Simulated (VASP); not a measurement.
Wanted: the native input for a VASP 6.6.1 run.

- Task: single point
- Functional: B3LYP5
- Potentials or basis: VASP PAW PBE potentials, release 64 (Ba_sv, Ti_sv, O)
- Cutoff: 520 eV
- k mesh: 4 × 4 × 4
- Occupations: fermi-dirac, width 0.05 eV
- Spin: no spin polarisation
- Dipole correction: no
- Grid for exact exchange (PRECFOCK): Fast
- Further INCAR settings: ALGO = Normal; EDIFF = 1e-07; NBANDS = 28

The system is BaTiO3.

```
Ba Ti O
1.0
     3.99980    0.00000    0.00000
     0.00000    3.99980    0.00000
     0.00000    0.00000    4.01800
Ba Ti O
1 1 3
Direct
  0.00000 0.00000 0.00000
  0.50000 0.50000 0.49000
  0.00000 0.50000 0.51700
  0.50000 0.00000 0.51700
  0.50000 0.50000 0.01900
```

The input as run:

POSCAR

```
BaTiO3
1.0
    3.9998000000      0.0000000000      0.0000000000
    0.0000000000      3.9998000000      0.0000000000
    0.0000000000      0.0000000000      4.0180000000
Ba Ti O
1 1 3
Direct
    0.0000000000      0.0000000000      0.0000000000
    0.5000000000      0.5000000000      0.4900000000
    0.0000000000      0.5000000000      0.5170000000
    0.5000000000      0.0000000000      0.5170000000
    0.5000000000      0.5000000000      0.0190000000
```

INCAR.step1

```
PREC = Accurate
ENCUT = 520
EDIFF = 1E-5
ISMEAR = -1
SIGMA = 0.05
LREAL = False
LASPH = True
NELM = 60
ALGO = Normal
ISIF = 2
LWAVE = True
GGA = PE
NBANDS = 28
LUSENCCL = False
```

INCAR.step2

```
PREC = Accurate
ENCUT = 520
EDIFF = 1E-7
ISMEAR = -1
SIGMA = 0.05
LREAL = False
LASPH = True
NELM = 60
ALGO = Normal
ISIF = 2
LWAVE = False
LCHARG = True
GGA = B5
LHFCALC = True
AEXX = 0.2
AGGAX = 0.72
AGGAC = 0.81
ALDAC = 0.19
PRECFOCK = Fast
LELF = True
LVHAR = True
ISTART = 1
NBANDS = 28
LUSENCCL = False
```

KPOINTS

```
Automatic mesh
0
Gamma
  4 4 4
```

Potentials or basis: VASP PAW PBE potentials, release 64 (Ba_sv, Ti_sv, O).

Command:

```sh
$ cat potpaw_PBE.64/Ba_sv/POTCAR potpaw_PBE.64/Ti_sv/POTCAR potpaw_PBE.64/O/POTCAR > POTCAR
$ cp INCAR.step1 INCAR
$ mpirun -np 1 vasp_std > vasp.out
$ cp INCAR.step2 INCAR
$ mpirun -np 1 vasp_std > vasp.out
```

It gave:

- Pressure: 4.4 GPa
- Largest force: 0.452 eV/Å
- Band gap on the k mesh: 3.50 eV, indirect (least direct gap 3.76 eV)

Caveat: the PAW data sets were made with another functional, which shifts forces and pressure a little; spin-orbit coupling is left out, which moves the levels of the heavy elements.

Wall time 16 min on 1 × NVIDIA H100 80GB with 1 thread of AMD EPYC 7R13 Processor (Zen 3), on a shared host, peak memory 1.2 GiB.
